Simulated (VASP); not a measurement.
# YSb (zincblende type) (F-43m) in VASP: notebook

Runs on YSb (zincblende type). Level: LDA. Tasks: single point.

Program: VASP 6.6.1. These are calculated values, not measurements. Logs are shortened: lines on timing, memory, paths and dates and some standing lists are left out, and cuts for length are marked.

## Step 1: The cell of the first run

It takes space group F-43m (No. 216, cubic). The conventional cell has a = 5.004 Å, b = 5.004 Å, c = 5.004 Å, α = 90.00°, β = 90.00°, γ = 90.00°. Y (site symmetry -43m) has 4 Sb at 2.17 Å within 2.9 Å. Sb (site symmetry -43m) has 4 Y at 2.17 Å within 2.9 Å.

## Step 2: Single point, LDA (volume scaled by 0.4)

INCAR

```
PREC = Accurate
ENCUT = 520
EDIFF = 1E-7
ISMEAR = -1
SIGMA = 0.1
LREAL = False
LASPH = True
NELM = 100
ALGO = Normal
ISIF = 2
LWAVE = False
LCHARG = False
GGA = CA
NBANDS = 15
```

KPOINTS

```
Automatic mesh
0
Gamma
  12 12 12
```

POSCAR

```
YSb
1.0
    0.0000000000      2.5020584392      2.5020584392
    2.5020584392      0.0000000000      2.5020584392
    2.5020584392      2.5020584392      0.0000000000
Y Sb
1 1
Direct
    0.0000000000      0.0000000000      0.0000000000
    0.2500000000      0.2500000000      0.2500000000
```

Potentials or basis: VASP PAW LDA potentials, release 64 (Y_sv, Sb).

On the command line:

```sh
$ cat potpaw_LDA.64/Y_sv/POTCAR potpaw_LDA.64/Sb/POTCAR > POTCAR
$ mpirun -np 1 vasp_std > vasp.out
```

OUTCAR:

```text
PREC = Accurate
   ENCUT = 520
   EDIFF = 1E-7
   ISMEAR = -1
   LREAL = False
   LASPH = True
   NELM = 100
   ISIF = 2
   GGA = CA

 ion  position               nearest neighbor table
   1  0.000  0.000  0.000-   2 2.17   2 2.17   2 2.17   2 2.17
   2  0.250  0.250  0.250-   1 2.17   1 2.17   1 2.17   1 2.17

  LATTYP: Found a face centered cubic cell.
 ALAT       =     5.0041168784

  Lattice vectors:

 A1 = (   0.0000000000,   2.5020584392,   2.5020584392)
 A2 = (   2.5020584392,   0.0000000000,   2.5020584392)
 A3 = (   2.5020584392,   2.5020584392,   0.0000000000)

Analysis of symmetry for initial positions (statically):
=====================================================================
 Subroutine PRICEL returns:
 Original cell was already a primitive cell.

 Routine SETGRP: Setting up the symmetry group for a
 face centered cubic supercell.

 Subroutine GETGRP returns: Found 24 space group operations
 (whereof 24 operations were pure point group operations)
 out of a pool of 48 trial point group operations.

The static configuration has the point symmetry T_d .

Analysis of symmetry for dynamics (positions and initial velocities):
=====================================================================
 Subroutine PRICEL returns:
 Original cell was already a primitive cell.

 Routine SETGRP: Setting up the symmetry group for a
 face centered cubic supercell.

 Subroutine GETGRP returns: Found 24 space group operations
 (whereof 24 operations were pure point group operations)
 out of a pool of 48 trial point group operations.

The dynamic configuration has the point symmetry T_d .

 Subroutine INISYM returns: Found 24 space group operations
 (whereof 24 operations are pure point group operations),
 and found     1 'primitive' translations

----------------------------------------------------------------------------------------

                                     Primitive cell

  volume of cell :      31.3273

  direct lattice vectors                    reciprocal lattice vectors
     0.000000000  2.502058439  2.502058439    -0.199835460  0.199835460  0.199835460
     2.502058439  0.000000000  2.502058439     0.199835460 -0.199835460  0.199835460
     2.502058439  2.502058439  0.000000000     0.199835460  0.199835460 -0.199835460

  length of vectors
     3.538444979  3.538444979  3.538444979     0.346125170  0.346125170  0.346125170

  position of ions in fractional coordinates (direct lattice)
     0.000000000  0.000000000  0.000000000
[... 83 lines left out ...]
   NFREE  =      0    steps in history (QN), initial steepest desc. (CG)
   ISIF   =      2    stress and relaxation
   ISYM   =      2    0-nonsym 1-usesym 2-fastsym
   POTIM  = 0.5000    time-step for ionic-motion
   TEBEG  =    0.0;   TEEND  =   0.0 temperature during run
   PSTRESS=    0.0 pullay stress
   NELECT =      16.0000    total number of electrons
   NUPDOWN=      -1.0000    fix difference up-down
   EMIN   =  10.00;   EMAX   =-10.00  energy-range for DOS
   EFERMI =   0.00;   METHOD = LEGACY
   ISMEAR =    -1;   SIGMA  =   0.10  broadening in eV -4-tet -1-fermi 0-gaus
   EFERMI_NEDOS =   21; number of points for ismear=-14 and -15
   IALGO  =     38    algorithm
   IMIX   =      4    mixing-type and parameters
     AMIX     =   0.40;   BMIX     =  1.00
     AMIX_MAG =   1.60;   BMIX_MAG =  1.00
  volume/ion in A,a.u.               =      15.66       105.70
  Fermi-wavevector in a.u.,A,eV,Ry     =   1.308601  2.472898 23.299128  1.712438
  Thomas-Fermi vector in A             =   2.439257
   LORBIT       =      0    0 simple, 1 ext, 2 COOP (PROOUT), +10 PAW based schemes
   GGA     = CA    functional components
   LHFCALC =     F    Hartree Fock is set to
   AEXX    =    0.0000 exact exchange contribution
   IVDW    =     0    specifies the selected vdW correction
   LEPSILON=     F    determine dielectric tensor
   LRPA    =     F    only Hartree local field effects (RPA)
 non-spin polarized calculation
  energy-cutoff  :      520.00
  volume of cell :       31.33
 maximum number of plane-waves:       872
 NGX is ok and might be reduce to    28
   NGX = 13   NGY = 13   NGZ = 13

 number of electron      16.0000000 magnetization

 Free energy of the ion-electron system (eV)
  ---------------------------------------------------
  ext. energy  EPLUGINS =         0.00000000
  ---------------------------------------------------
  free energy    TOTEN  =         1.88852279 eV

  energy without entropy =        1.90168813  energy(sigma->0) =        1.89510546

 E-fermi :  11.7028     XC(G=0): -12.6293

 val. band max:       11.6380603936   @ k =  -0.4167   0.4167   0.0000
 cond. band min:      11.7137398025   @ k =  -0.4167   0.5000   0.0833
 fundamental gap:      0.0756794089
 Fermi energy:        11.7027949355

 k-point     1 :       0.0000    0.0000    0.0000
  band No.  band energies     occupation
      1     -30.4371      2.00000
      2     -10.4215      2.00000
      3     -10.4215      2.00000
      4     -10.4215      2.00000
      5      -0.2088      2.00000
      6       8.1997      2.00000
      7       8.1997      2.00000
      8       8.1997      2.00000
      9      13.8648      0.00000
     10      13.8648      0.00000
     11      17.0989      0.00000
     12      19.3756      0.00000
     13      19.3756      0.00000
     14      19.3756      0.00000
[... 401 lines left out ...]
      2     -12.2249      2.00000
      3     -11.0086      2.00000
      4     -10.7776      2.00000
      5       3.0110      2.00000
      6       7.6792      2.00000
      7       8.6920      2.00000
      8       9.4258      2.00000
      9      14.1598      0.00000
     10      14.2805      0.00000
     11      15.9097      0.00000
     12      18.4946      0.00000
     13      19.5085      0.00000
     14      19.6804      0.00000
     15      25.0668      0.00000

 [... further k-points ...]
[... 5 lines left out ...]
  --------------------------------------------------------------------------------------
  -------------------------------------------------------------------------------------
  Total       40.7856910     40.7856910     40.7856910      0.0000000     -0.0000000     -0.0000000
  in kB     2085.9123898   2085.9123898   2085.9123898      0.0000000     -0.0000000     -0.0000000
  external PRESSURE =    2085.9123898 kB  Pullay stress =       0.0000000 kB

 VOLUME and BASIS-vectors are now :
 -----------------------------------------------------------------------------
  energy-cutoff  :      520.00
  volume of cell :       31.33
      direct lattice vectors                 reciprocal lattice vectors
     0.000000000  2.502058439  2.502058439    -0.199835460  0.199835460  0.199835460
     2.502058439  0.000000000  2.502058439     0.199835460 -0.199835460  0.199835460
     2.502058439  2.502058439  0.000000000     0.199835460  0.199835460 -0.199835460

 POSITION                                       TOTAL-FORCE (eV/Angst)
 -----------------------------------------------------------------------------------
      0.00000      0.00000      0.00000         0.000000      0.000000      0.000000
      1.25103      1.25103      1.25103        -0.000000     -0.000000     -0.000000
 -----------------------------------------------------------------------------------
    total drift:                               -0.000000     -0.000000     -0.000000

  FREE ENERGIE OF THE ION-ELECTRON SYSTEM (eV)
  ---------------------------------------------------
  free  energy   TOTEN  =         1.8885227927 eV

  energy  without entropy=        1.9016881302  energy(sigma->0) =        1.89510546
```

Wall time 48 s (1 thread of Intel Xeon 6975P-C, shared host); peak memory 0.19 GiB.

Results:

```
Free energy            : 1.8885 eV
Pressure               : 208.6 GPa
Band gap on the k mesh : zero (band 8 reaches 12.75 eV, above the bottom of band 9 at 10.77 eV)
```

Levels at points of the mesh, in eV from the Fermi level:
```csv
k point,band 4,band 5,band 6,band 7,band 8,band 9,band 10,band 11,band 12,band 13
"(0.00, 0.00, 0.00)",-22.12,-11.91,-3.50,-3.50,-3.50,2.16,2.16,5.40,7.67,7.67
"(0.50, 0.00, 0.00)",-22.41,-9.24,-3.60,-2.80,-2.80,3.11,3.11,4.26,5.27,7.23
"(0.50, 0.50, 0.00)",-22.83,-7.88,-6.50,-0.69,1.05,1.05,2.93,4.17,4.17,5.93
```

Caveat: spin-orbit coupling is left out, which moves the levels of the heavy elements.

## Step 3: Single point, LDA (volume scaled by 0.4)

INCAR

```
ALGO     = Normal         # electronic algorithm
EDIFF    = 1E-6           # SCF threshold, eV
ENCUT    = 520            # plane-wave cutoff, eV
ISIF     = 2              # what is computed and relaxed
ISMEAR   = -1             # smearing method
LASPH    = T              # aspherical terms in the spheres
LCHARG   = T              # write CHGCAR
LELF     = T              # ELF
LREAL    = F              # projectors in reciprocal space
LVHAR    = T            
LWAVE    = F              # write WAVECAR
NBANDS   = 15             # bands
NELM     = 60             # most SCF steps
PREC     = Accurate       # precision mode
SIGMA    = 0.1            # smearing width, eV
```

KPOINTS

```
k-points
0
Gamma
  12 12 12
```

POSCAR is that of step 2.

Potentials or basis: VASP PAW LDA potentials, release 64 (Y_sv, Sb).

On the command line:

```sh
$ cat potpaw_LDA.64/Y_sv/POTCAR potpaw_LDA.64/Sb/POTCAR > POTCAR
$ mpirun -np 1 vasp_std > vasp.out
```

It took 52 s on 1 thread of Intel Xeon 6975P-C, shared host; peak memory 0.19 GiB.

Results (log left out):

| Item | Value |
| --- | --- |
| Free energy | 1.8885 eV |
| Pressure | 208.6 GPa |
| Band gap on the k mesh | zero (band 8 reaches 12.75 eV, above the bottom of band 9 at 10.77 eV) |

Levels at points of the mesh, in eV from the Fermi level:
| k point | band 6 | band 7 | band 8 | band 9 | band 10 | band 11 |
| --- | --- | --- | --- | --- | --- | --- |
| (0.00, 0.00, 0.00) | -3.50 | -3.50 | -3.50 | 2.16 | 2.16 | 5.40 |
| (0.50, 0.00, 0.00) | -3.60 | -2.80 | -2.80 | 3.11 | 3.11 | 4.26 |
| (0.50, 0.50, 0.00) | -6.50 | -0.69 | 1.05 | 1.05 | 2.93 | 4.17 |

Caveat: spin-orbit coupling is left out, which moves the levels of the heavy elements.

## Step 4: Single point, LDA (volume scaled by 0.4)

INCAR

```
SYSTEM = YSb
PREC = Accurate
ENCUT = 520
EDIFF = 1E-6
ISMEAR = -1
SIGMA = 0.1
LREAL = .False.
LASPH = .True.
NELM = 60
ALGO = Normal
ISIF = 2
LWAVE = .False.
LCHARG = .True.
GGA = CA
LELF = .True.
LVHAR = .True.
NBANDS = 15
```

KPOINTS

```
regular mesh
0
Gamma
  12 12 12
  0 0 0
```

POSCAR is that of step 3.

Potentials or basis: VASP PAW LDA potentials, release 64 (Y_sv, Sb).

On the command line:

```sh
$ cat potpaw_LDA.64/Y_sv/POTCAR potpaw_LDA.64/Sb/POTCAR > POTCAR
$ mpirun -np 1 vasp_std > vasp.out
```

OUTCAR:

```text
SYSTEM = YSb
   PREC = Accurate
   ENCUT = 520
   EDIFF = 1E-6
   ISMEAR = -1
   LREAL = .False.
   LASPH = .True.
   NELM = 60
   ISIF = 2
   GGA = CA

 ion  position               nearest neighbor table
   1  0.000  0.000  0.000-   2 2.17   2 2.17   2 2.17   2 2.17
   2  0.250  0.250  0.250-   1 2.17   1 2.17   1 2.17   1 2.17

  LATTYP: Found a face centered cubic cell.
 ALAT       =     5.0041168784

  Lattice vectors:

 A1 = (   0.0000000000,   2.5020584392,   2.5020584392)
 A2 = (   2.5020584392,   0.0000000000,   2.5020584392)
 A3 = (   2.5020584392,   2.5020584392,   0.0000000000)

Analysis of symmetry for initial positions (statically):
=====================================================================
 Subroutine PRICEL returns:
 Original cell was already a primitive cell.

 Routine SETGRP: Setting up the symmetry group for a
 face centered cubic supercell.

 Subroutine GETGRP returns: Found 24 space group operations
 (whereof 24 operations were pure point group operations)
 out of a pool of 48 trial point group operations.

The static configuration has the point symmetry T_d .

Analysis of symmetry for dynamics (positions and initial velocities):
=====================================================================
 Subroutine PRICEL returns:
 Original cell was already a primitive cell.

 Routine SETGRP: Setting up the symmetry group for a
 face centered cubic supercell.

 Subroutine GETGRP returns: Found 24 space group operations
 (whereof 24 operations were pure point group operations)
 out of a pool of 48 trial point group operations.

The dynamic configuration has the point symmetry T_d .

 Subroutine INISYM returns: Found 24 space group operations
 (whereof 24 operations are pure point group operations),
 and found     1 'primitive' translations

----------------------------------------------------------------------------------------

[... 115 lines left out ...]
  Thomas-Fermi vector in A             =   2.439257
   LORBIT       =      0    0 simple, 1 ext, 2 COOP (PROOUT), +10 PAW based schemes
   GGA     = CA    functional components
   LHFCALC =     F    Hartree Fock is set to
   AEXX    =    0.0000 exact exchange contribution
   IVDW    =     0    specifies the selected vdW correction
   LEPSILON=     F    determine dielectric tensor
   LRPA    =     F    only Hartree local field effects (RPA)
 non-spin polarized calculation
  energy-cutoff  :      520.00
  volume of cell :       31.33
 maximum number of plane-waves:       872
 NGX is ok and might be reduce to    28
   NGX = 13   NGY = 13   NGZ = 13

 number of electron      16.0000000 magnetization

 Free energy of the ion-electron system (eV)
  ---------------------------------------------------
  ext. energy  EPLUGINS =         0.00000000
  ---------------------------------------------------
  free energy    TOTEN  =         1.88852277 eV

  energy without entropy =        1.90168778  energy(sigma->0) =        1.89510528

 E-fermi :  11.7028     XC(G=0): -12.6293

 val. band max:       11.6381163782   @ k =  -0.4167   0.4167   0.0000
 cond. band min:      11.7137872883   @ k =  -0.4167   0.5000   0.0833
 fundamental gap:      0.0756709100
 Fermi energy:        11.7028131522

 k-point     1 :       0.0000    0.0000    0.0000
  band No.  band energies     occupation
      1     -30.4372      2.00000
      2     -10.4216      2.00000
      3     -10.4216      2.00000
      4     -10.4216      2.00000
      5      -0.2088      2.00000
      6       8.1998      2.00000
      7       8.1998      2.00000
      8       8.1998      2.00000
      9      13.8648      0.00000
     10      13.8648      0.00000
     11      17.0989      0.00000
     12      19.3756      0.00000
     13      19.3756      0.00000
     14      19.3756      0.00000
[... 401 lines left out ...]
      2     -12.2250      2.00000
      3     -11.0087      2.00000
      4     -10.7777      2.00000
      5       3.0111      2.00000
      6       7.6792      2.00000
      7       8.6921      2.00000
      8       9.4258      2.00000
      9      14.1598      0.00000
     10      14.2805      0.00000
     11      15.9097      0.00000
     12      18.4946      0.00000
     13      19.5085      0.00000
     14      19.6805      0.00000
     15      25.0669      0.00000

 [... further k-points ...]
[... 5 lines left out ...]
  --------------------------------------------------------------------------------------
  -------------------------------------------------------------------------------------
  Total       40.7851798     40.7851798     40.7851798      0.0000000      0.0000000      0.0000000
  in kB     2085.8862486   2085.8862486   2085.8862486      0.0000000      0.0000000      0.0000000
  external PRESSURE =    2085.8862486 kB  Pullay stress =       0.0000000 kB

 VOLUME and BASIS-vectors are now :
 -----------------------------------------------------------------------------
  energy-cutoff  :      520.00
  volume of cell :       31.33
      direct lattice vectors                 reciprocal lattice vectors
     0.000000000  2.502058439  2.502058439    -0.199835460  0.199835460  0.199835460
     2.502058439  0.000000000  2.502058439     0.199835460 -0.199835460  0.199835460
     2.502058439  2.502058439  0.000000000     0.199835460  0.199835460 -0.199835460

 POSITION                                       TOTAL-FORCE (eV/Angst)
 -----------------------------------------------------------------------------------
      0.00000      0.00000      0.00000        -0.000000     -0.000000     -0.000000
      1.25103      1.25103      1.25103         0.000000      0.000000      0.000000
 -----------------------------------------------------------------------------------
    total drift:                               -0.000000     -0.000000     -0.000000

  FREE ENERGIE OF THE ION-ELECTRON SYSTEM (eV)
  ---------------------------------------------------
  free  energy   TOTEN  =         1.8885227715 eV

  energy  without entropy=        1.9016877833  energy(sigma->0) =        1.89510528
```

It used 34 s of CPU time on 1 thread of Intel Xeon 6975P-C (shared host).

What came out:

* Free energy: 1.8885 eV
* Pressure: 208.6 GPa
* Band gap on the k mesh: zero (band 8 reaches 12.75 eV, above the bottom of band 9 at 10.77 eV)

Levels at points of the mesh, in eV from the Fermi level:
| k point | band 4 | band 5 | band 6 | band 7 | band 8 | band 9 | band 10 | band 11 | band 12 | band 13 |
| --- | --- | --- | --- | --- | --- | --- | --- | --- | --- | --- |
| (0.00, 0.00, 0.00) | -22.12 | -11.91 | -3.50 | -3.50 | -3.50 | 2.16 | 2.16 | 5.40 | 7.67 | 7.67 |
| (0.50, 0.00, 0.00) | -22.41 | -9.24 | -3.60 | -2.80 | -2.80 | 3.11 | 3.11 | 4.26 | 5.27 | 7.23 |
| (0.50, 0.50, 0.00) | -22.83 | -7.88 | -6.50 | -0.69 | 1.05 | 1.05 | 2.93 | 4.17 | 4.17 | 5.93 |

Caveat: spin-orbit coupling is left out, which moves the levels of the heavy elements.

(Part 1 of 3 ends here.)
